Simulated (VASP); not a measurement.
# MgS (Fm-3m) in VASP: relaxation of cell and atoms with PBE

Aim: the relaxation of cell and atoms of MgS with PBE.

Everything below comes from runs of VASP 6.6.1. Logs are shortened: lines on timing, memory, paths and dates and some standing lists are left out, and cuts for length are marked.

## (1) The cell of the first run

Symmetry: Fm-3m, No. 225, cubic system. Conventional cell: a = 5.230 Å, b = 5.230 Å, c = 5.230 Å, α = 90.00°, β = 90.00°, γ = 90.00°. Within 3.4 Å of Mg (site symmetry m-3m) lie 6 S at 2.61 Å. Within 3.4 Å of S (site symmetry m-3m) lie 6 Mg at 2.61 Å.

## (2) Relaxation of cell and atoms, PBE

Contents of INCAR:

```
PREC = Accurate
ENCUT = 600
EDIFF = 1E-7
ISMEAR = 0
SIGMA = 0.01
LREAL = False
LASPH = True
NELM = 120
ALGO = Normal
ISIF = 3
LWAVE = False
LCHARG = False
GGA = PE
IBRION = 2
NSW = 80
EDIFFG = -0.001
GGA_COMPAT = False
NELMIN = 4
```

Contents of KPOINTS:

```
regular mesh
0
Gamma
  8 8 8
```

Contents of POSCAR:

```
MgS
1.0
    0.0000000000      2.6148576572      2.6148576572
    2.6148576572      0.0000000000      2.6148576572
    2.6148576572      2.6148576572      0.0000000000
Mg S
1 1
Direct
    0.0000000000      0.0000000000      0.0000000000
    0.5000000000      0.5000000000      0.5000000000
```

Potentials or basis: VASP PAW PBE potentials, release 64 (Mg, S).

Started as:

```
cat potpaw_PBE.64/Mg/POTCAR potpaw_PBE.64/S/POTCAR > POTCAR
mpirun -np 1 vasp_std > vasp.out
```

OUTCAR:

```text
PREC = Accurate
   ENCUT = 600
   EDIFF = 1E-7
   ISMEAR = 0
   LREAL = False
   LASPH = True
   NELM = 120
   ISIF = 3
   GGA = PE
   IBRION = 2
   NSW = 80
   EDIFFG = -0.001
   NELMIN = 4

 ion  position               nearest neighbor table
   1  0.000  0.000  0.000-   2 2.61   2 2.61   2 2.61   2 2.61   2 2.61   2 2.61
   2  0.500  0.500  0.500-   1 2.61   1 2.61   1 2.61   1 2.61   1 2.61   1 2.61

  LATTYP: Found a face centered cubic cell.
 ALAT       =     5.2297153144

  Lattice vectors:

 A1 = (   0.0000000000,   2.6148576572,   2.6148576572)
 A2 = (   2.6148576572,   0.0000000000,   2.6148576572)
 A3 = (   2.6148576572,   2.6148576572,   0.0000000000)

Analysis of symmetry for initial positions (statically):
=====================================================================
 Subroutine PRICEL returns:
 Original cell was already a primitive cell.

 Routine SETGRP: Setting up the symmetry group for a
 face centered cubic supercell.

 Subroutine GETGRP returns: Found 48 space group operations
 (whereof 48 operations were pure point group operations)
 out of a pool of 48 trial point group operations.

The static configuration has the point symmetry O_h .

Analysis of symmetry for dynamics (positions and initial velocities):
=====================================================================
 Subroutine PRICEL returns:
 Original cell was already a primitive cell.

 Routine SETGRP: Setting up the symmetry group for a
 face centered cubic supercell.

 Subroutine GETGRP returns: Found 48 space group operations
 (whereof 48 operations were pure point group operations)
 out of a pool of 48 trial point group operations.

The dynamic configuration has the point symmetry O_h .

 Subroutine INISYM returns: Found 48 space group operations
 (whereof 48 operations are pure point group operations),
 and found     1 'primitive' translations

----------------------------------------------------------------------------------------

                                     Primitive cell

  volume of cell :      35.7581

  direct lattice vectors                    reciprocal lattice vectors
     0.000000000  2.614857657  2.614857657    -0.191214997  0.191214997  0.191214997
     2.614857657  0.000000000  2.614857657     0.191214997 -0.191214997  0.191214997
     2.614857657  2.614857657  0.000000000     0.191214997  0.191214997 -0.191214997

  length of vectors
     3.697967162  3.697967162  3.697967162     0.331194091  0.331194091  0.331194091

  position of ions in fractional coordinates (direct lattice)
     0.000000000  0.000000000  0.000000000
     0.500000000  0.500000000  0.500000000

  ion indices of the primitive-cell ions
   primitive index   ion index
                 1           1
                 2           2

----------------------------------------------------------------------------------------

 KPOINTS: regular mesh

Automatic generation of k-mesh.
 Grid dimensions read from file:
 generate k-points for:    8    8    8

 Generating k-lattice:

  Cartesian coordinates                     Fractional coordinates (reciprocal lattice)
    -0.023901875  0.023901875  0.023901875     0.125000000  0.000000000  0.000000000
     0.023901875 -0.023901875  0.023901875     0.000000000  0.125000000  0.000000000
     0.023901875  0.023901875 -0.023901875     0.000000000  0.000000000  0.125000000

  Length of vectors
     0.041399261  0.041399261  0.041399261

  Shift w.r.t. Gamma in fractional coordinates (k-lattice)
     0.000000000  0.000000000  0.000000000

 Subroutine IBZKPT returns following result:
 ===========================================

 Found     29 irreducible k-points:

 Following reciprocal coordinates:
            Coordinates               Weight
  0.000000  0.000000  0.000000      1.000000
  0.125000  0.000000  0.000000      8.000000
  0.250000  0.000000  0.000000      8.000000
  0.375000  0.000000  0.000000      8.000000
  0.500000  0.000000  0.000000      4.000000
  0.125000  0.125000  0.000000      6.000000
[... 16 lines left out ...]
  0.500000  0.250000  0.125000     48.000000
 -0.375000  0.250000  0.125000     24.000000
 [... further k-points ...]
   k-points           NKPTS =     29   k-points in BZ     NKDIM =     29   number of bands    NBANDS=      8
   number of dos      NEDOS =    301   number of ions     NIONS =      2
   total plane-waves  NPLWV =  27000
   dimension x,y,z NGX =    30 NGY =   30 NGZ =   30
   dimension x,y,z NGXF=    60 NGYF=   60 NGZF=   60
   ions per type =               1   1
   NGX,Y,Z   is equivalent  to a cutoff of  13.49, 13.49, 13.49 a.u.
   NGXF,Y,Z  is equivalent  to a cutoff of  26.97, 26.97, 26.97 a.u.
 SYSTEM =  unknown system
   PREC   = accura    normal or accurate (medium, high low for compatibility)
   ISTART =      0    job   : 0-new  1-cont  2-samecut
   ICHARG =      2    charge: 1-file 2-atom 10-const
   ISPIN  =      1    spin polarized calculation?
   LNONCOLLINEAR =      F non collinear calculations
   LSORBIT =      F    spin-orbit coupling
   LASPH  =      T    aspherical Exc in radial PAW
   ENCUT  =  600.0 eV  44.10 Ry    6.64 a.u.   7.39  7.39  7.39*2*pi/ulx,y,z
   NELM   =    120;   NELMIN=  4; NELMDL= -5     # of ELM steps
   EDIFF  = 0.1E-06   stopping-criterion for ELM
   LREAL  =      F    real-space projection
   EDIFFG = -.1E-02   stopping-criterion for IOM
   NSW    =     80    number of steps for IOM
   IBRION =      2    ionic relax: 0-MD 1-quasi-New 2-CG
   NFREE  =      1    steps in history (QN), initial steepest desc. (CG)
   ISIF   =      3    stress and relaxation
   ISYM   =      2    0-nonsym 1-usesym 2-fastsym
   POTIM  = 0.5000    time-step for ionic-motion
   TEBEG  =    0.0;   TEEND  =   0.0 temperature during run
   PSTRESS=    0.0 pullay stress
   NELECT =       8.0000    total number of electrons
   NUPDOWN=      -1.0000    fix difference up-down
   EMIN   =  10.00;   EMAX   =-10.00  energy-range for DOS
   EFERMI =   0.00;   METHOD = LEGACY
   ISMEAR =     0;   SIGMA  =   0.01  broadening in eV -4-tet -1-fermi 0-gaus
   EFERMI_NEDOS =   21; number of points for ismear=-14 and -15
   IALGO  =     38    algorithm
   IMIX   =      4    mixing-type and parameters
     AMIX     =   0.40;   BMIX     =  1.00
     AMIX_MAG =   1.60;   BMIX_MAG =  1.00
  volume/ion in A,a.u.               =      17.88       120.65
  Fermi-wavevector in a.u.,A,eV,Ry     =   0.993833  1.878072 13.438531  0.987704
  Thomas-Fermi vector in A             =   2.125742
   LORBIT       =      0    0 simple, 1 ext, 2 COOP (PROOUT), +10 PAW based schemes
   GGA     = PE    functional components
   LHFCALC =     F    Hartree Fock is set to
   AEXX    =    0.0000 exact exchange contribution
   IVDW    =     0    specifies the selected vdW correction
   LEPSILON=     F    determine dielectric tensor
   LRPA    =     F    only Hartree local field effects (RPA)
 conjugate gradient relaxation of ions
 non-spin polarized calculation
 Gauss-broadening in eV      SIGMA  =   0.01
  energy-cutoff  :      600.00
  volume of cell :       35.76
 maximum number of plane-waves:      1243
 NGX is ok and might be reduce to    30
   NGX = 15   NGY = 15   NGZ = 15

--------------------------------------- Ionic step        1  -------------------------------------------

 number of electron       7.9999999 magnetization

 Free energy of the ion-electron system (eV)
  ---------------------------------------------------
  ext. energy  EPLUGINS =         0.00000000
  ---------------------------------------------------
  free energy    TOTEN  =        -8.50327481 eV

  energy without entropy =       -8.50327481  energy(sigma->0) =       -8.50327481

------------------------ aborting loop because EDIFF is reached ----------------------------------------

  FORCE on cell =-STRESS in cart. coord.  units (eV):
  Direction    XX          YY          ZZ          XY          YZ          ZX
  --------------------------------------------------------------------------------------
  -------------------------------------------------------------------------------------
  Total       -0.0589319     -0.0589319     -0.0589319     -0.0000000      0.0000000      0.0000000
  in kB       -2.6405047     -2.6405047     -2.6405047     -0.0000000      0.0000000      0.0000000
  external PRESSURE =      -2.6405047 kB  Pullay stress =       0.0000000 kB
[... 57 lines left out ...]
  energy  without entropy=       -8.5033798763  energy(sigma->0) =       -8.50337988

--------------------------------------- Ionic step        3  -------------------------------------------

 number of electron       7.9999999 magnetization

 Free energy of the ion-electron system (eV)
  ---------------------------------------------------
  ext. energy  EPLUGINS =         0.00000000
  ---------------------------------------------------
  free energy    TOTEN  =        -8.50338334 eV

  energy without entropy =       -8.50338334  energy(sigma->0) =       -8.50338334

 E-fermi :   3.7262     XC(G=0):  -9.6405

 val. band max:        3.6223472149   @ k =   0.0000   0.0000   0.0000
 cond. band min:       6.3726255457   @ k =   0.5000   0.5000   0.0000
 fundamental gap:      2.7502783308
 Fermi energy:         3.7262097820

 k-point     1 :       0.0000    0.0000    0.0000
  band No.  band energies     occupation
      1      -8.9789      2.00000
      2       3.6223      2.00000
      3       3.6223      2.00000
      4       3.6223      2.00000
      5       7.2420      0.00000
      6      11.5838      0.00000
      7      11.5838      0.00000
      8      11.5838      0.00000
[... 243 lines left out ...]
 k-point    24 :      -0.3750    0.2500    0.1250
  band No.  band energies     occupation
      1      -7.5119      2.00000
      2      -0.6236      2.00000
      3       1.5224      2.00000
      4       2.4947      2.00000
      5       9.1643      0.00000
      6       9.7077      0.00000
      7      12.0029      0.00000
      8      12.9857      0.00000

 [... further k-points ...]

------------------------ aborting loop because EDIFF is reached ----------------------------------------

  FORCE on cell =-STRESS in cart. coord.  units (eV):
  Direction    XX          YY          ZZ          XY          YZ          ZX
  --------------------------------------------------------------------------------------
  -------------------------------------------------------------------------------------
  Total        0.0004480      0.0004480      0.0004480      0.0000000     -0.0000000     -0.0000000
  in kB        0.0201466      0.0201466      0.0201466      0.0000000     -0.0000000     -0.0000000
  external PRESSURE =       0.0201466 kB  Pullay stress =       0.0000000 kB
[... 17 lines left out ...]
  FREE ENERGIE OF THE ION-ELECTRON SYSTEM (eV)
  ---------------------------------------------------
  free  energy   TOTEN  =        -8.5033833392 eV

  energy  without entropy=       -8.5033833392  energy(sigma->0) =       -8.50338334

 reached required accuracy - stopping structural energy minimisation
```

Wall time 44 s (1 thread of Intel Xeon 8259CL, shared host); peak memory 0.17 GiB.

Results:

| Item | Value |
| --- | --- |
| Free energy | -8.5034 eV |
| Relaxed volume | 17.81 Å³/atom |
| Relaxed cell | a = 3.694 Å, b = 3.694 Å, c = 3.694 Å, α = 60.00°, β = 60.00°, γ = 60.00° |
| Space group after relaxing (to 0.1 Å) | Fm-3m (No. 225) |
| Energy gained by relaxing | 0.1 meV/atom |
| Ionic steps | 3 |
| Pressure after relaxing | 0.0 GPa |
| Band gap on the k mesh | 2.75 eV (least direct gap 3.62 eV) |

Step by step:
| step | energy change (eV) | largest force (eV/Å) | pressure (GPa) | volume (Å³) |
| --- | --- | --- | --- | --- |
| 1 | 0.0000 | 0.0000 | -0.26 | 35.76 |
| 2 | -0.0001 | 0.0000 | 0.05 | 35.61 |
| 3 | -0.0001 | 0.0000 | 0.00 | 35.63 |

Final structure:
```
Mg S
1.0
     0.00000    2.61171    2.61171
     2.61171    0.00000    2.61171
     2.61171    2.61171    0.00000
Mg S
1 1
Direct
  0.00000 0.00000 0.00000
  0.50000 0.50000 0.50000
```

Levels at points of the mesh, in eV from the valence-band top:
```csv
k point,band 2,band 3,band 4,band 5,band 6,band 7
"(0.00, 0.00, 0.00)",0.00,0.00,0.00,3.62,7.96,7.96
"(0.50, 0.00, 0.00)",-4.77,-0.58,-0.58,4.53,6.89,6.89
"(0.50, 0.50, 0.00)",-4.13,-1.66,-1.66,2.75,4.43,11.89
```

A k mesh can miss the band edges.
